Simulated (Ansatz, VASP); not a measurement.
**MgO in VASP and in Ansatz**

```
CELL_PARAMETERS angstrom
2.93772 0.00000 0.00000
-1.46886 2.54414 0.00000
0.00000 0.00000 2.67979
ATOMIC_POSITIONS crystal
Mg 0.99229 0.99614 0.99422
O 0.33333 0.66667 0.50000
```

Change from the starting cell: all Mg atoms moved +0.025 Å, as atom 1 towards its neighbour atom 2 (O) at 2.161 Å.

Alike in both runs: task single point; functional PBE; k mesh 12 × 12 × 8; occupations gaussian, width 0.05 eV; no spin polarisation.

|  | VASP | Ansatz |
| --- | --- | --- |
| version | VASP 6.6.1 | Ansatz 0.2.0 |
| potentials or method | VASP PAW PBE potentials, release 64 (Mg, O), cutoff 520 eV | scalar-relativistic, plane waves, PAW |
| valence electrons in the cell | 8 | 16 |

Ansatz gave:

| Item | Value |
| --- | --- |
| gap on the k mesh at the Fermi level (eV) | 3.02 |
| least direct gap on the mesh (eV) | 3.42 |
| pressure (GPa) | 0.0 |
| traceless stress, the component that is largest in VASP (GPa) | 0.01 |
| rms of the force components (eV/Å) | 0.050 |

Question: Estimate VASP's values.

Answer: gap on the k mesh at the Fermi level (eV): 3.00; least direct gap on the mesh (eV): 3.40; pressure (GPa): -0.6; traceless stress, the component that is largest in VASP (GPa): -0.08; rms of the force components (eV/Å): 0.051.

Atom by atom the forces differ by 0.001 eV/Å (rms over components). VASP's potentials hold 8 valence electrons a cell and Ansatz's 16, so a difference there can come from the potentials and not from the codes.
